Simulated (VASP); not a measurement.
## SiB5C: single point with PBE

The system is SiB5C.

```
CELL_PARAMETERS angstrom
4.02121 0.00000 0.00000
-2.01060 3.48247 0.00000
0.00000 0.00000 6.80819
ATOMIC_POSITIONS crystal
Si 0.00000 0.00000 0.50000
B 0.00000 0.00000 0.20391
B 0.00000 0.00000 0.79609
B 0.50000 0.00000 0.50000
B 0.00000 0.50000 0.50000
B 0.50000 0.50000 0.50000
C 0.00000 0.00000 0.00000
```

The cell was built from a structure type or drawn by symmetry, and may not be a known phase.

| Property | Result |
| --- | --- |
| Program | VASP 6.6.1 |
| Task | single point |
| Functional | PBE |
| Potentials or basis | VASP PAW PBE potentials, release 64 (Si, B, C) |
| Cutoff | 600 eV |
| k mesh | 6 × 6 × 3 |
| Occupations | gaussian, width 0.2 eV |
| Spin | no spin polarisation |
| Dipole correction | no |
| Further INCAR settings | ALGO = Normal; EDIFF = 1e-06; NBANDS = 20 |

| Property | Result |
| --- | --- |
| Pressure | -0.1 GPa |
| Largest force | 0.026 eV/Å |
| Band gap on the k mesh | zero (an odd number of electrons rules out a gap without spin polarisation) |

Forces in eV/Å, atoms in the order of the input:
```
Si   0.000  0.000  0.000
B    0.000  0.000  0.026
B    0.000  0.000 -0.026
B    0.000  0.000  0.000
B    0.000  0.000  0.000
B    0.000  0.000  0.000
C    0.000  0.000  0.000
```

Stress tensor (GPa, compression positive):
```
 0.08  0.00  0.00
 0.00  0.08  0.00
 0.00  0.00 -0.47
```

Levels at points of the mesh, in eV from the Fermi level:
```
           k point  band 9  band 10  band 11  band 12  band 13  band 14
(0.00, 0.00, 0.00)   -1.55    -1.55    -0.26    -0.26     1.44     2.29
(0.50, 0.00, 0.00)   -1.63    -0.56    -0.51     1.09     1.23     2.09
```

Wall time 54 s on 1 thread of Intel Xeon 8259CL (shared host), peak memory 0.23 GiB.
